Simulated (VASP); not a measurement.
Input of a VASP 6.6.1 run:

File INCAR:

```
  PREC = Accurate
  ENCUT = 400
  EDIFF = 1E-6
  ISMEAR = 0
  SIGMA = 0.1
  LREAL = F
  LASPH = T
  NELM = 120
  ALGO = Normal
  ISIF = 2
  LWAVE = F
  LCHARG = F
  LDIPOL = T
  IDIPOL = 3
  DIPOL = 0.5 0.5 0.485
  GGA = PS
  NBANDS = 38
  GGA_COMPAT = F
  NELMDL = -8
```

The input KPOINTS:

```
Automatic mesh
0
Gamma
  9 9 1
```

File POSCAR:

```
Mo3P3H
1.0
    3.1741350969      0.0000000000      0.0000000000
    0.0000000000      3.2062346803      0.0000000000
    0.0000000000      0.0000000000     25.4789215952
Mo P H
3 3 1
Direct
    0.0000000000      0.5000000000      0.3336090960
    0.0000000000      0.0000000000      0.4425886174
    0.0000000000      0.5000000000      0.5501261364
    0.5000000000      0.0000000000      0.3699356032
    0.5000000000      0.5000000000      0.4792943049
    0.5000000000      0.0000000000      0.5907329554
    0.7500000000      0.2500000000      0.6284641267
```

Potentials or basis: VASP PAW PBE potentials, release 64 (Mo_sv, P, H).

The run is started by

```sh
$ cat potpaw_PBE.64/Mo_sv/POTCAR potpaw_PBE.64/P/POTCAR potpaw_PBE.64/H/POTCAR > POTCAR
$ mpirun -np 1 vasp_std > vasp.out
```

Task: Predict the largest force.

Result: 1.972 eV/Å.

Task: What does it give for the band gap on the k mesh?

Result: Zero (bands 29 and 30 overlap by 0.98 eV).

Forces in eV/Å, atoms in the order of the input:
```
Mo   0.002  0.007  1.972
Mo  -0.056 -0.049 -0.295
Mo   0.241  0.281  0.159
P   -0.001 -0.021 -1.712
P   -0.061 -0.034 -0.152
P   -0.211 -0.267  0.032
H    0.085  0.083 -0.004
```

Caveat: the PAW data sets were made with another functional, which shifts forces and pressure a little.
